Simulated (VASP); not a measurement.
# K2H5 (P6/mmm) in VASP: notebook

Runs on K2H5. Level: PBE. Tasks: relaxation of cell and atoms.

All numbers are computed with VASP 6.6.1; they aren't measurements. Logs are shortened: lines on timing, memory, paths and dates and some standing lists are left out, and cuts for length are marked.

### 1 The cell of the first run

It takes space group P6/mmm (No. 191, hexagonal). Conventional cell: a = 5.878 Å, b = 5.878 Å, c = 7.387 Å, α = 90.00°, β = 90.00°, γ = 120.00°. K (site symmetry -6m2) has 7 H at 3.31 to 4.08 Å and 3 K at 3.39 Å within 4.4 Å. H (site symmetry 3m) has 1 H at 0.77 Å within 1.0 Å. H (site symmetry 6/mmm) has 6 K at 3.39 Å within 4.5 Å.

The cell was generated, and may not be a known phase.

### 2 Relaxation of cell and atoms, PBE

Input file INCAR:

```
ALGO = Normal ; EDIFF = 1E-7
EDIFFG = -0.01 ; ENCUT = 1230
GGA = PE ; GGA_COMPAT = False
IBRION = 2 ; ISIF = 3
ISMEAR = 0 ; LASPH = True
LCHARG = False ; LREAL = False
LWAVE = False ; NELM = 120
NELMIN = 4 ; NSW = 100
PREC = Accurate ; SIGMA = 0.1
```

Input file KPOINTS:

```
k-points
0
Gamma
  6 6 6
```

Input file POSCAR:

```
K2H5
1.0
    5.8781360962      0.0000000000      0.0000000000
   -2.9390680481      5.0906151862      0.0000000000
    0.0000000000      0.0000000000      7.3868158233
K H
2 5
Direct
    0.3333333333      0.6666666667      0.0000000000
    0.6666666667      0.3333333333      0.0000000000
    0.3333333333      0.6666666667      0.5517858786
    0.6666666667      0.3333333333      0.5517858786
    0.3333333333      0.6666666667      0.4482141214
    0.6666666667      0.3333333333      0.4482141214
    0.0000000000      0.0000000000      0.0000000000
```

Potentials or basis: VASP PAW PBE potentials, release 64 (K_sv, H_h).

The run is started by

```bash
$ cat potpaw_PBE.64/K_sv/POTCAR potpaw_PBE.64/H_h/POTCAR > POTCAR
$ mpirun -np 1 vasp_std > vasp.out
```

OUTCAR:

```text
EDIFF = 1E-7
   EDIFFG = -0.01
   ENCUT = 1230
   GGA = PE
   IBRION = 2
   ISIF = 3
   ISMEAR = 0
   LASPH = True
   LREAL = False
   NELM = 120
   NELMIN = 4
   NSW = 100
   PREC = Accurate

 ion  position               nearest neighbor table
   1  0.333  0.667  0.000-   2 3.39   2 3.39   2 3.39
   2  0.667  0.333  0.000-   1 3.39   1 3.39   1 3.39
   3  0.333  0.667  0.552-   5 0.77
   4  0.667  0.333  0.552-   6 0.77
   5  0.333  0.667  0.448-   3 0.77
   6  0.667  0.333  0.448-   4 0.77
   7  0.000  0.000  0.000-

  LATTYP: Found a hexagonal cell.
 ALAT       =     5.8781360962
 C/A-ratio  =     1.2566595435

  Lattice vectors:

 A1 = (   5.8781360962,   0.0000000000,   0.0000000000)
 A2 = (  -2.9390680481,   5.0906151862,   0.0000000000)
 A3 = (   0.0000000000,   0.0000000000,   7.3868158233)

Analysis of symmetry for initial positions (statically):
=====================================================================
 Subroutine PRICEL returns:
 Original cell was already a primitive cell.

 Routine SETGRP: Setting up the symmetry group for a
 hexagonal supercell.

 Subroutine GETGRP returns: Found 24 space group operations
 (whereof 24 operations were pure point group operations)
 out of a pool of 24 trial point group operations.

The static configuration has the point symmetry D_6h.

Analysis of symmetry for dynamics (positions and initial velocities):
=====================================================================
 Subroutine PRICEL returns:
 Original cell was already a primitive cell.

 Routine SETGRP: Setting up the symmetry group for a
 hexagonal supercell.

 Subroutine GETGRP returns: Found 24 space group operations
 (whereof 24 operations were pure point group operations)
 out of a pool of 24 trial point group operations.

The dynamic configuration has the point symmetry D_6h.

 Subroutine INISYM returns: Found 24 space group operations
 (whereof 24 operations are pure point group operations),
 and found     1 'primitive' translations

----------------------------------------------------------------------------------------

                                     Primitive cell

  volume of cell :     221.0381

  direct lattice vectors                    reciprocal lattice vectors
     5.878136096  0.000000000  0.000000000     0.170121954  0.098219956  0.000000000
    -2.939068048  5.090615186  0.000000000     0.000000000  0.196439912  0.000000000
     0.000000000  0.000000000  7.386815823     0.000000000  0.000000000  0.135376328

  length of vectors
     5.878136096  5.878136096  7.386815823     0.196439912  0.196439912  0.135376328

  position of ions in fractional coordinates (direct lattice)
     0.333333333  0.666666667  0.000000000
     0.666666667  0.333333333  0.000000000
     0.333333333  0.666666667  0.551785879
     0.666666667  0.333333333  0.551785879
     0.333333333  0.666666667  0.448214121
     0.666666667  0.333333333  0.448214121
     0.000000000  0.000000000  0.000000000

  ion indices of the primitive-cell ions
   primitive index   ion index
                 1           1
                 2           2
                 3           3
                 4           4
                 5           5
                 6           6
                 7           7

----------------------------------------------------------------------------------------

 KPOINTS: k-points

Automatic generation of k-mesh.
 Grid dimensions read from file:
 generate k-points for:    6    6    6

 Generating k-lattice:

  Cartesian coordinates                     Fractional coordinates (reciprocal lattice)
     0.028353659  0.016369993  0.000000000     0.166666667 -0.000000000  0.000000000
     0.000000000  0.032739985  0.000000000     0.000000000  0.166666667  0.000000000
     0.000000000  0.000000000  0.022562721     0.000000000  0.000000000  0.166666667

  Length of vectors
     0.032739985  0.032739985  0.022562721

  Shift w.r.t. Gamma in fractional coordinates (k-lattice)
     0.000000000  0.000000000  0.000000000

 Subroutine IBZKPT returns following result:
 ===========================================

 Found     28 irreducible k-points:

 Following reciprocal coordinates:
            Coordinates               Weight
  0.000000  0.000000  0.000000      1.000000
  0.166667  0.000000  0.000000      6.000000
  0.333333  0.000000  0.000000      6.000000
  0.500000 -0.000000  0.000000      3.000000
  0.166667  0.166667  0.000000      6.000000
  0.333333  0.166667  0.000000     12.000000
[... 16 lines left out ...]
  0.166667  0.000000  0.500000      6.000000
  0.333333  0.000000  0.500000      6.000000
 [... further k-points ...]
   k-points           NKPTS =     28   k-points in BZ     NKDIM =     28   number of bands    NBANDS=     15
   number of dos      NEDOS =    301   number of ions     NIONS =      7
   total plane-waves  NPLWV = 411600
   dimension x,y,z NGX =    70 NGY =   70 NGZ =   84
   dimension x,y,z NGXF=   140 NGYF=  140 NGZF=  168
   ions per type =               2   5
   NGX,Y,Z   is equivalent  to a cutoff of  19.80, 19.80, 18.90 a.u.
   NGXF,Y,Z  is equivalent  to a cutoff of  39.59, 39.59, 37.81 a.u.
 SYSTEM =  unknown system
   PREC   = accura    normal or accurate (medium, high low for compatibility)
   ISTART =      0    job   : 0-new  1-cont  2-samecut
   ICHARG =      2    charge: 1-file 2-atom 10-const
   ISPIN  =      1    spin polarized calculation?
   LNONCOLLINEAR =      F non collinear calculations
   LSORBIT =      F    spin-orbit coupling
   LASPH  =      T    aspherical Exc in radial PAW
   ENCUT  = 1230.0 eV  90.40 Ry    9.51 a.u.  16.81 16.81 21.12*2*pi/ulx,y,z
   NELM   =    120;   NELMIN=  4; NELMDL= -5     # of ELM steps
   EDIFF  = 0.1E-06   stopping-criterion for ELM
   LREAL  =      F    real-space projection
   EDIFFG = -.1E-01   stopping-criterion for IOM
   NSW    =    100    number of steps for IOM
   IBRION =      2    ionic relax: 0-MD 1-quasi-New 2-CG
   NFREE  =      1    steps in history (QN), initial steepest desc. (CG)
   ISIF   =      3    stress and relaxation
   ISYM   =      2    0-nonsym 1-usesym 2-fastsym
   POTIM  = 0.5000    time-step for ionic-motion
   TEBEG  =    0.0;   TEEND  =   0.0 temperature during run
   PSTRESS=    0.0 pullay stress
   NELECT =      23.0000    total number of electrons
[... 14 lines left out ...]
   LHFCALC =     F    Hartree Fock is set to
   AEXX    =    0.0000 exact exchange contribution
   IVDW    =     0    specifies the selected vdW correction
   LEPSILON=     F    determine dielectric tensor
   LRPA    =     F    only Hartree local field effects (RPA)
 conjugate gradient relaxation of ions
 non-spin polarized calculation
 Gauss-broadening in eV      SIGMA  =   0.10
  energy-cutoff  :     1230.00
  volume of cell :      221.04
 maximum number of plane-waves:     21738
 NGX is ok and might be reduce to    70
   NGX = 33   NGY = 33   NGZ = 43

 number of electron      23.0000000 magnetization

 Free energy of the ion-electron system (eV)
  ---------------------------------------------------
  ext. energy  EPLUGINS =         0.00000000
  ---------------------------------------------------
  free energy    TOTEN  =       -17.40473575 eV

  energy without entropy =      -17.38863158  energy(sigma->0) =      -17.39668367

 E-fermi :  -0.2646     XC(G=0):  -5.0741

 val. band max:       -0.3248467326   @ k =   0.1667   0.0000   0.5000
 cond. band min:      -0.2641932612   @ k =   0.1667   0.0000   0.3333
 fundamental gap:      0.0606534714
 Fermi energy:        -0.2646488853

 k-point     1 :       0.0000    0.0000    0.0000
  band No.  band energies     occupation
      1     -33.4582      2.00000
      2     -33.3574      2.00000
      3     -17.1049      2.00000
      4     -17.1049      2.00000
      5     -16.9394      2.00000
      6     -16.8202      2.00000
      7     -16.7033      2.00000
      8     -16.7033      2.00000
      9      -8.7960      2.00000
     10      -8.2095      2.00000
     11      -3.3468      2.00000
     12      -0.0068      0.00027
     13       0.7105      0.00000
     14       2.0820      0.00000
     15       2.0820      0.00000

 k-point     2 :       0.1667    0.0000    0.0000
  band No.  band energies     occupation
      1     -33.4523      2.00000
      2     -33.3634      2.00000
      3     -17.1149      2.00000
      4     -17.0867      2.00000
      5     -16.9324      2.00000
      6     -16.8273      2.00000
      7     -16.7235      2.00000
      8     -16.6926      2.00000
      9      -8.7621      2.00000
     10      -8.2454      2.00000
     11      -3.2387      2.00000
     12       0.1009      0.00000
     13       0.3901      0.00000
     14       1.9950      0.00000
     15       2.1112      0.00000

 k-point     3 :       0.3333    0.0000    0.0000
  band No.  band energies     occupation
      1     -33.4371      2.00000
      2     -33.3789      2.00000
      3     -17.1335      2.00000
      4     -17.0428      2.00000
      5     -16.9143      2.00000
      6     -16.8455      2.00000
      7     -16.7712      2.00000
      8     -16.6726      2.00000
      9      -8.6743      2.00000
     10      -8.3372      2.00000
     11      -3.0067      2.00000
     12      -0.0278      0.00081
     13       0.4159      0.00000
     14       1.5144      0.00000
     15       1.6015      0.00000

 k-point     4 :       0.5000   -0.0000    0.0000
  band No.  band energies     occupation
      1     -33.4248      2.00000
      2     -33.3912      2.00000
      3     -17.1422      2.00000
      4     -17.0141      2.00000
      5     -16.8997      2.00000
      6     -16.8600      2.00000
      7     -16.8018      2.00000
      8     -16.6632      2.00000
      9      -8.6031      2.00000
     10      -8.4103      2.00000
     11      -2.8820      2.00000
     12      -0.1608      0.14198
     13       0.8302      0.00000
     14       1.0398      0.00000
     15       1.2057      0.00000
[... 307 lines left out ...]
 k-point    22 :       0.0000    0.0000    0.5000
  band No.  band energies     occupation
      1     -33.4582      2.00000
      2     -33.3574      2.00000
      3     -17.1049      2.00000
      4     -17.1049      2.00000
      5     -16.9401      2.00000
      6     -16.8206      2.00000
      7     -16.7033      2.00000
      8     -16.7033      2.00000
      9      -8.7782      2.00000
     10      -8.2004      2.00000
     11      -3.4185      2.00000
     12      -0.2032      0.38457
     13       1.0168      0.00000
     14       2.1484      0.00000
     15       2.1484      0.00000

 k-point    23 :       0.1667    0.0000    0.5000
  band No.  band energies     occupation
      1     -33.4523      2.00000
      2     -33.3634      2.00000
      3     -17.1149      2.00000
      4     -17.0867      2.00000
      5     -16.9331      2.00000
      6     -16.8277      2.00000
      7     -16.7235      2.00000
      8     -16.6926      2.00000
      9      -8.7451      2.00000
     10      -8.2360      2.00000
     11      -3.2969      2.00000
     12      -0.3248      1.60541
     13       1.0034      0.00000
     14       1.7527      0.00000
     15       1.9355      0.00000

 k-point    24 :       0.3333    0.0000    0.5000
  band No.  band energies     occupation
      1     -33.4371      2.00000
      2     -33.3789      2.00000
      3     -17.1335      2.00000
      4     -17.0428      2.00000
      5     -16.9149      2.00000
      6     -16.8459      2.00000
      7     -16.7712      2.00000
      8     -16.6726      2.00000
      9      -8.6590      2.00000
     10      -8.3268      2.00000
     11      -3.0259      2.00000
     12      -0.5576      1.99997
     13       0.9254      0.00000
     14       1.0809      0.00000
     15       1.8258      0.00000

 [... further k-points ...]
[... 5 lines left out ...]
  --------------------------------------------------------------------------------------
  -------------------------------------------------------------------------------------
  Total        0.0136875      0.0136875      0.0524037      0.0000000     -0.0000000      0.0000000
  in kB        0.0992126      0.0992126      0.3798440      0.0000000     -0.0000000      0.0000000
  external PRESSURE =       0.1927564 kB  Pullay stress =       0.0000000 kB

 VOLUME and BASIS-vectors are now :
 -----------------------------------------------------------------------------
  energy-cutoff  :     1230.00
  volume of cell :      221.04
      direct lattice vectors                 reciprocal lattice vectors
     5.878136096  0.000000000  0.000000000     0.170121954  0.098219956  0.000000000
    -2.939068048  5.090615186  0.000000000     0.000000000  0.196439912  0.000000000
     0.000000000  0.000000000  7.386815823     0.000000000  0.000000000  0.135376328

 POSITION                                       TOTAL-FORCE (eV/Angst)
 -----------------------------------------------------------------------------------
     -0.00000      3.39374      0.00000         0.000000      0.000000      0.000000
      2.93907      1.69687      0.00000        -0.000000      0.000000      0.000000
     -0.00000      3.39374      4.07594         0.000000      0.000000     -0.002764
      2.93907      1.69687      4.07594        -0.000000      0.000000     -0.002764
     -0.00000      3.39374      3.31088         0.000000      0.000000      0.002764
      2.93907      1.69687      3.31088         0.000000     -0.000000      0.002764
      0.00000      0.00000      0.00000         0.000000      0.000000      0.000000
 -----------------------------------------------------------------------------------
    total drift:                                0.000000     -0.000000     -0.000000

  FREE ENERGIE OF THE ION-ELECTRON SYSTEM (eV)
  ---------------------------------------------------
  free  energy   TOTEN  =       -17.4047357535 eV

  energy  without entropy=      -17.3886315850  energy(sigma->0) =      -17.39668367

 reached required accuracy - stopping structural energy minimisation
```

It took 6.9 min on 1 thread of AMD EPYC 7R13 (Zen 3), shared host; peak memory 0.94 GiB.

Results:

```yaml
Free_energy: -17.4047 eV
Pressure_after_relaxing: 0.0 GPa
Band_gap_on_the_k_mesh: zero (an odd number of electrons rules out a gap without spin polarisation)
```

Forces on the atoms (eV/Å):
```
K    0.000  0.000  0.000
K    0.000  0.000  0.000
H    0.000  0.000 -0.003
H    0.000  0.000 -0.003
H    0.000  0.000  0.003
H    0.000  0.000  0.003
H    0.000  0.000  0.000
```

Final structure:
```yaml
crystal:
  lattice:
    - [5.87814, 0.00000, 0.00000]
    - [-2.93907, 5.09062, 0.00000]
    - [0.00000, 0.00000, 7.38682]
  atoms:
    - { symbol: K, position: [0.33333, 0.66667, 0.00000] }
    - { symbol: K, position: [0.66667, 0.33333, 0.00000] }
    - { symbol: H, position: [0.33333, 0.66667, 0.55179] }
    - { symbol: H, position: [0.66667, 0.33333, 0.55179] }
    - { symbol: H, position: [0.33333, 0.66667, 0.44821] }
    - { symbol: H, position: [0.66667, 0.33333, 0.44821] }
    - { symbol: H, position: [0.00000, 0.00000, 0.00000] }
```

Levels at points of the mesh, in eV from the Fermi level:
```tsv
k point	band 7	band 8	band 9	band 10	band 11	band 12	band 13	band 14	band 15
(0.00, 0.00, 0.00)	-16.44	-16.44	-8.53	-7.94	-3.08	0.26	0.98	2.35	2.35
(0.50, 0.00, 0.00)	-16.54	-16.40	-8.34	-8.15	-2.62	0.10	1.09	1.30	1.47
(0.00, 0.00, 0.50)	-16.44	-16.44	-8.51	-7.94	-3.15	0.06	1.28	2.41	2.41
(0.50, 0.00, 0.50)	-16.54	-16.40	-8.32	-8.13	-2.61	-0.38	0.98	1.13	1.98
```

Caveat: the relaxation stopped at its first step, so nothing moved; an odd number of electrons without spin polarisation forces a metal; a magnetic or distorted state may lie lower.

### 3 Relaxation of cell and atoms, PBE

This run uses another cell than the first one, of 29.15 Å³/atom.

Input file INCAR:

```
PREC     = Accurate       # precision mode
ENCUT    = 1230           # plane-wave cutoff, eV
EDIFF    = 1E-7           # SCF threshold, eV
ISMEAR   = 0              # smearing method
SIGMA    = 0.1            # smearing width, eV
LREAL    = F              # projectors in reciprocal space
LASPH    = T              # aspherical terms in the spheres
NELM     = 120            # most SCF steps
ALGO     = Normal         # electronic algorithm
ISIF     = 3              # what is computed and relaxed
LWAVE    = F              # write WAVECAR
LCHARG   = F              # write CHGCAR
GGA      = PE             # functional
IBRION   = 2              # ionic algorithm
NSW      = 100            # ionic steps
EDIFFG   = -0.01          # ionic threshold
GGA_COMPAT= F            
NELMIN   = 4
```

Input file KPOINTS:

```
Automatic mesh
0
Gamma
  6 6 6
```

Input file POSCAR:

```
K2H5
1.0
    5.7698023862      0.0000000000      0.0000000000
   -2.8849011931      4.9967954413      0.0000000000
    0.0000000000      0.0000000000      7.0774504763
K H
2 5
Direct
    0.3333333333      0.6666666667      0.0000000000
    0.6666666667      0.3333333333      0.0000000000
    0.3333333333      0.6666666667      0.5543445737
    0.6666666667      0.3333333333      0.5543445737
    0.3333333333      0.6666666667      0.4456554263
    0.6666666667      0.3333333333      0.4456554263
    0.0000000000      0.0000000000      0.0000000000
```

Potentials or basis: VASP PAW PBE potentials, release 64 (K_sv, H_h).

The run is started by

```bash
$ cat potpaw_PBE.64/K_sv/POTCAR potpaw_PBE.64/H_h/POTCAR > POTCAR
$ mpirun -np 1 vasp_std > vasp.out
```

It took 62 min on 1 thread of Intel Xeon 6975P-C (Granite Rapids), shared host; peak memory 1.1 GiB.

It converged, with:

```
Free energy                           : -17.4046 eV
Relaxed volume                        : 32.43 Å³/atom
Relaxed cell                          : a = 5.908 Å, b = 5.908 Å, c = 7.508 Å, α = 90.00°, β = 90.00°, γ = 120.00°
Space group after relaxing (to 0.1 Å) : P6/mmm (No. 191)
Energy gained by relaxing             : 1.4 meV/atom
Ionic steps                           : 24
Pressure after relaxing               : 0.0 GPa
Band gap on the k mesh                : zero (an odd number of electrons rules out a gap without spin polarisation)
```

Forces on the atoms (eV/Å):
```
K    0.000  0.000  0.000
K    0.000  0.000  0.000
H    0.000  0.000 -0.002
H    0.000  0.000 -0.002
H    0.000  0.000  0.002
H    0.000  0.000  0.002
H    0.000  0.000  0.000
```

Step by step:
```tsv
step	energy change (eV)	largest force (eV/Å)	pressure (GPa)	volume (Å³)
1	0.0000	0.0070	0.15	204.05
2	-0.0008	0.0301	0.13	204.86
3	-0.0026	0.0985	0.08	207.33
4	-0.0043	0.2317	-0.03	212.32
5	-0.0044	0.2266	-0.03	212.48
6	-0.0049	0.2110	-0.03	212.98
7	-0.0058	0.1793	-0.02	213.96
8	-0.0072	0.1141	-0.01	215.94
9	-0.0084	0.0242	0.02	219.95
10	-0.0084	0.0386	0.02	220.35
11	-0.0085	0.0315	0.01	220.80
12	-0.0086	0.0101	0.00	222.16
13	-0.0086	0.0316	-0.04	224.90
14	-0.0087	0.0093	-0.02	223.45
15	-0.0087	0.0065	-0.02	223.52
16	-0.0089	0.0021	-0.02	223.75
17	-0.0091	0.0195	-0.01	224.21
18	-0.0094	0.0557	0.01	225.13
19	-0.0093	0.1335	0.04	226.96
20	-0.0095	0.0859	0.02	225.81
21	-0.0095	0.0818	0.02	225.87
22	-0.0096	0.0697	0.01	226.03
23	-0.0097	0.0457	0.00	226.35
24	-0.0098	0.0020	-0.01	226.98
```

Final structure:
```
CELL_PARAMETERS angstrom
5.90819 0.00000 0.00000
-2.95409 5.11664 0.00000
0.00000 0.00000 7.50848
ATOMIC_POSITIONS crystal
K 0.33333 0.66667 0.00000
K 0.66667 0.33333 0.00000
H 0.33333 0.66667 0.55086
H 0.66667 0.33333 0.55086
H 0.33333 0.66667 0.44914
H 0.66667 0.33333 0.44914
H 0.00000 0.00000 0.00000
```

Levels at points of the mesh, in eV from the Fermi level:
```csv
k point,band 8,band 9,band 10,band 11,band 12,band 13,band 14,band 15
"(0.00, 0.00, 0.00)",-16.43,-8.49,-7.92,-3.05,0.26,0.92,2.36,2.36
"(0.50, 0.00, 0.00)",-16.39,-8.30,-8.12,-2.58,0.08,1.10,1.31,1.45
"(0.00, 0.00, 0.50)",-16.43,-8.48,-7.92,-3.11,0.08,1.24,2.42,2.42
"(0.50, 0.00, 0.50)",-16.39,-8.29,-8.11,-2.57,-0.37,1.00,1.15,2.01
```

Caveat: an odd number of electrons without spin polarisation forces a metal; a magnetic or distorted state may lie lower.

The gap in the log of VASP goes by the Fermi energy; the results here count the filled bands.